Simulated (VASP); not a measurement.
PbO2, 6 atoms in the cell. The structure is tetragonal, space group P4_2/mnm (No. 136). The conventional cell has a = 4.984 Å, b = 4.984 Å, c = 3.305 Å, α = 90.00°, β = 90.00°, γ = 90.00°. Within 2.8 Å of Pb (site symmetry mmm) lie 6 O at 2.14 to 2.16 Å. Within 2.8 Å of O (site symmetry m2m) lie 3 Pb at 2.14 to 2.16 Å and 1 O at 2.73 Å.  This cell differs from its parent crystal: uniaxial z strain -3.0%.

| Property | Result |
| --- | --- |
| Program | VASP 6.6.1 |
| Task | single point |
| Functional | PBE |
| Potentials or basis | VASP PAW PBE potentials, release 64 (Pb_d, O) |
| Cutoff | 520 eV |
| k mesh | 6 × 6 × 8 |
| Occupations | fermi-dirac, width 0.02 eV |
| Spin | no spin polarisation |
| Dipole correction | no |
| Further INCAR settings | ALGO = Normal; EDIFF = 1e-07; NBANDS = 35 |

Potentials or basis: VASP PAW PBE potentials, release 64 (Pb_d, O).

The run is started by

```sh
$ cat potpaw_PBE.64/Pb_d/POTCAR potpaw_PBE.64/O/POTCAR > POTCAR
$ mpirun -np 1 vasp_std > vasp.out
```

Hardware: 1 thread of Intel(R) Xeon(R) Platinum 8259CL CPU @ 2.50GHz (Skylake/Cascade Lake) (shared host).

Q: Estimate the wall time of this run.

A: Wall time 2.3 min on 1 thread of Intel(R) Xeon(R) Platinum 8259CL CPU @ 2.50GHz (Skylake/Cascade Lake), on a shared host, peak memory 0.26 GiB. Counts: scf iterations 16, k points 50.
